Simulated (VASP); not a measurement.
Write the native input for VASP 6.6.1 that does the following.

- Task: single point
- Functional: PBE
- Potentials or basis: VASP PAW PBE potentials, release 64 (Ga_d, Si, S)
- Cutoff: 500 eV
- k mesh: 3 × 3 × 3
- Occupations: gaussian, width 0.2 eV
- Spin: no spin polarisation
- Dipole correction: no
- Further INCAR settings: ALGO = Normal; EDIFF = 1e-06; NBANDS = 44

The structure of GaSi2S2 lies in POSCAR:

```
GaSi2S2
1.0
   -3.9941098676      3.9941098676      4.7217820221
    3.9941098676     -3.9941098676      4.7217820221
    3.9941098676      3.9941098676     -4.7217820221
Ga Si S
2 4 4
Direct
    0.7086460066      0.7086460066      0.0000000000
    0.2913539934      0.2913539934      0.0000000000
    0.5000000000      0.2803833093      0.7803833093
    0.5000000000      0.7196166907      0.2196166907
    0.7196166907      0.5000000000      0.2196166907
    0.2803833093      0.5000000000      0.7803833093
    0.7500000000      0.2500000000      0.5000000000
    0.2500000000      0.7500000000      0.5000000000
    0.5000000000      0.0000000000      0.5000000000
    0.0000000000      0.5000000000      0.5000000000
```

These files were run (other wordings do the same):

INCAR

```
ALGO     = Normal         # electronic algorithm
EDIFF    = 1E-6           # SCF threshold, eV
ENCUT    = 500            # plane-wave cutoff, eV
GGA      = PE             # functional
GGA_COMPAT= F            
ISIF     = 2              # what is computed and relaxed
ISMEAR   = 0              # smearing method
LASPH    = T              # aspherical terms in the spheres
LCHARG   = F              # write CHGCAR
LREAL    = F              # projectors in reciprocal space
LWAVE    = F              # write WAVECAR
NBANDS   = 44             # bands
NELM     = 120            # most SCF steps
PREC     = Accurate       # precision mode
SIGMA    = 0.2            # smearing width, eV
```

KPOINTS

```
k-points
0
Gamma
  3 3 3
```

Potentials or basis: VASP PAW PBE potentials, release 64 (Ga_d, Si, S).

Command:

```bash
$ cat potpaw_PBE.64/Ga_d/POTCAR potpaw_PBE.64/Si/POTCAR potpaw_PBE.64/S/POTCAR > POTCAR
$ mpirun -np 1 vasp_std > vasp.out
```

It gave:

The pressure is 0.1 GPa, the largest force is 0.051 eV/Å and the band gap on the k mesh is zero (band 33 reaches 2.04 eV, above the bottom of band 34 at 1.71 eV).

Caveat: the k points lie up to 0.37 Å⁻¹ apart.

Wall time 93 s on 1 thread of Intel(R) Xeon(R) Platinum 8559C (Emerald Rapids) (shared host), peak memory 0.39 GiB.
